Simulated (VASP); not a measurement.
A run of VASP 6.6.1 is set up as follows.

The input INCAR:

```
  PREC = Accurate
  ENCUT = 600
  EDIFF = 1E-6
  ISMEAR = -1
  SIGMA = 0.05
  LREAL = F
  LASPH = T
  NELM = 100
  ALGO = Normal
  ISIF = 3
  LWAVE = F
  LCHARG = F
  GGA = VW
  IBRION = 2
  NSW = 60
  EDIFFG = -0.01
```

Contents of KPOINTS:

```
Automatic mesh
0
Gamma
  8 8 8
```

File POSCAR:

```
PbS
1.0
    0.0000000000      2.9657500000      2.9657500000
    2.9657500000      0.0000000000      2.9657500000
    2.9657500000      2.9657500000      0.0000000000
Pb S
1 1
Direct
    0.0000000000      0.0000000000      0.0000000000
    0.5000000000      0.5000000000      0.5000000000
```

Potentials or basis: VASP PAW PBE potentials, release 64 (Pb_d, S).

Launch:

```console
$ cat potpaw_PBE.64/Pb_d/POTCAR potpaw_PBE.64/S/POTCAR > POTCAR
$ mpirun -np 1 vasp_std > vasp.out
```

Q: What does it give for the band gap on the k mesh?

A: 0.07 eV, direct.

Q: Predict the relaxed volume.

A: 24.96 Å³/atom.

Final structure:
```xyz
2
Lattice="0.0000 2.9223 2.9223 2.9223 0.0000 2.9223 2.9223 2.9223 0.0000" Properties=species:S:1:pos:R:3 pbc="T T T"
Pb    0.0000    0.0000    0.0000
S     2.9223    2.9223    2.9223
```

Caveat: the PAW data sets were made with another functional, which shifts forces and pressure a little; spin-orbit coupling is left out, which moves the levels of the heavy elements. A k mesh can miss the band edges.
